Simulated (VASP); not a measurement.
Set up this calculation in VASP 6.6.1, as the native input.

```yaml
Task: single point
Functional: PBE
Potentials_or_basis: VASP PAW PBE potentials, release 64 (Ba_sv, Ta_pv, Tl_d)
Cutoff: 520 eV
k_mesh: 3 × 3 × 4
Occupations: gaussian, width 0.1 eV
Spin: no spin polarisation
Dipole_correction: no
Further_INCAR_settings: ALGO = Normal; EDIFF = 1e-06; NBANDS = 44
```

The structure of BaTa2Tl3 lies in POSCAR:

```
BaTa2Tl3
1.0
    6.6558579526      0.0000000000      0.0000000000
   -3.3279289763      5.7641420709      0.0000000000
    0.0000000000      0.0000000000      4.0528709275
Ba Ta Tl
1 2 3
Direct
    0.0000000000      0.0000000000      0.0000000000
    0.3333333333      0.6666666667      0.0000000000
    0.6666666667      0.3333333333      0.0000000000
    0.5000000000      0.0000000000      0.5000000000
    0.5000000000      0.5000000000      0.5000000000
    0.0000000000      0.5000000000      0.5000000000
```

The input as run:

INCAR

```
ALGO     = Normal         # electronic algorithm
EDIFF    = 1E-6           # SCF threshold, eV
ENCUT    = 520            # plane-wave cutoff, eV
GGA      = PE             # functional
ISIF     = 2              # what is computed and relaxed
ISMEAR   = 0              # smearing method
LASPH    = True           # aspherical terms in the spheres
LCHARG   = True           # write CHGCAR
LELF     = True           # ELF
LREAL    = False          # projectors in reciprocal space
LVHAR    = True         
LWAVE    = False          # write WAVECAR
NBANDS   = 44             # bands
NELM     = 80             # most SCF steps
PREC     = Accurate       # precision mode
SIGMA    = 0.1            # smearing width, eV
```

KPOINTS

```
k-points
0
Gamma
  3 3 4
```

Potentials or basis: VASP PAW PBE potentials, release 64 (Ba_sv, Ta_pv, Tl_d).

Run with:

```sh
$ cat potpaw_PBE.64/Ba_sv/POTCAR potpaw_PBE.64/Ta_pv/POTCAR potpaw_PBE.64/Tl_d/POTCAR > POTCAR
$ mpirun -np 1 vasp_std > vasp.out
```

Results of the run:

```
Pressure : 7.7 GPa
```

Caveat: the k points lie up to 0.39 Å⁻¹ apart.

It took 54 s on 1 thread of Intel Xeon 6975P-C, with other jobs on the host, peak memory 0.28 GiB.
